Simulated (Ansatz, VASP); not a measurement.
**Ta: VASP beside Ansatz**

The input INCAR:

```
SYSTEM = Ta
PREC     = Accurate       ! precision mode
ENCUT    = 520            ! plane-wave cutoff, eV
EDIFF    = 1E-8           ! SCF threshold, eV
ISMEAR   = -1             ! smearing method
SIGMA    = 0.08           ! smearing width, eV
LREAL    = .False.        ! projectors in reciprocal space
LASPH    = .True.         ! aspherical terms in the spheres
NELM     = 60             ! most SCF steps
ALGO     = Normal         ! electronic algorithm
ISIF     = 2              ! what is computed and relaxed
LWAVE    = .False.        ! write WAVECAR
LCHARG   = .False.        ! write CHGCAR
GGA      = PE             ! functional
LEFG     = .True.       
NBANDS   = 12             ! bands
```

KPOINTS

```
regular mesh
0
Gamma
  17 17 17
  0 0 0
```

Contents of POSCAR:

```
Ta
1.0
   -1.6457572832      1.6457572832      1.6457572832
    1.6457572832     -1.6457572832      1.6457572832
    1.6457572832      1.6457572832     -1.6457572832
Ta
1
Direct
    0.0000000000      0.0000000000      0.0000000000
```

Input for Ansatz:

```yaml
crystal:
  lattice:
    - [-1.6457572832, 1.6457572832, 1.6457572832]
    - [1.6457572832, -1.6457572832, 1.6457572832]
    - [1.6457572832, 1.6457572832, -1.6457572832]
  atoms:
    - { symbol: Ta, position: [0.0, 0.0, 0.0] }
kpoints:
  mp_grid: { grid: [17, 17, 17] }
scf:
  occupations: { method: fermi_dirac, width: 0.08 }
hamiltonian:
  xc: pbe
  pseudopotentials: { kind: all_electron, datasets: crystal }
output:
  forces: true
  stress: true
  eigenvalues: true
  efg: { contact_densities: true }
```

Change from the starting cell: volume scaled by 0.99, crystal datasets.

Alike in both runs: task electric field gradients; functional PBE; k mesh 17 × 17 × 17; occupations fermi-dirac, width 0.08 eV; no spin polarisation.

|  | VASP | Ansatz |
| --- | --- | --- |
| version | VASP 6.6.1 | Ansatz 0.2.0 |
| potentials or method | VASP PAW PBE potentials, release 64 (Ta_pv), cutoff 520 eV | all-electron PAW with datasets made for the crystal, scalar-relativistic |

```tsv
	VASP	Ansatz	Ansatz less VASP
pressure (GPa)	5.4	5.2	-0.22
```

Ansatz ran all-electron here, and VASP with PAW potentials.

Spin-orbit coupling is off throughout.
